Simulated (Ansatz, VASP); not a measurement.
PtSe2 in VASP and in Ansatz

INCAR

```
SYSTEM = PtSe2
PREC = Accurate
ENCUT = 600
EDIFF = 1E-6
ISMEAR = -1
SIGMA = 0.1
LREAL = .FALSE.
LASPH = .TRUE.
NELM = 100
ALGO = Normal
ISIF = 3
LWAVE = .FALSE.
LCHARG = .FALSE.
GGA = PE
IBRION = 2
NSW = 60
EDIFFG = -0.01
```

File KPOINTS:

```
regular mesh
0
G
  10 10 7
  0 0 0
```

The input POSCAR:

```
PtSe2
1.0
    3.7240000000      0.0000000000      0.0000000000
   -1.8620000000      3.2250786000      0.0000000000
    0.0000000000      0.0000000000      5.0620000000
Pt Se
1 2
Direct
    0.0000000000      0.0000000000      0.0000000000
    0.3333333300      0.6666666700      0.2500000000
    0.6666666700      0.3333333300      0.7500000000
```

Input for Ansatz:

```yaml
crystal:
  lattice:
    - [3.724, 0.0, 0.0]
    - [-1.862, 3.2250786, 0.0]
    - [0.0, 0.0, 5.062]
  atoms:
    - { symbol: Pt, position: [0.0, 0.0, 0.0] }
    - { symbol: Se, position: [0.33333333, 0.66666667, 0.25] }
    - { symbol: Se, position: [0.66666667, 0.33333333, 0.75] }
kpoints:
  mp_grid:
    grid: [10, 10, 7]
    shift: [0.0, 0.0, 0.0]
hamiltonian:
  xc: pbe
  dispersion: none
scf:
  occupations:
    method: fermi_dirac
relax:
  max_steps: 40
  cell: {}
```

Alike in both runs: task relaxation of cell and atoms; functional PBE; k mesh 10 × 10 × 7; no spin polarisation.

```csv
,VASP,Ansatz
version,VASP 6.6.1,Ansatz 0.2.0
potentials or method,"VASP PAW PBE potentials, release 64 (Pt, Se)","plane waves, PAW"
plane-wave cutoff (eV),600,420
occupations,"fermi-dirac, width 0.1 eV",fermi-dirac
valence electrons in the cell,22,50
```

```csv
,VASP,Ansatz,Ansatz less VASP
relaxed volume (Å³/atom),25.52,25.34,-0.182
relaxed cell length with the largest relative difference (Å),6.272,6.225,-0.0469
```

VASP's potentials hold 22 valence electrons a cell and Ansatz's 50, so a difference there can come from the potentials and not from the codes.

Spin-orbit coupling is off throughout. Noted on VASP's run: the volume moved by over 15 % at a fixed basis, so the end points are rough.
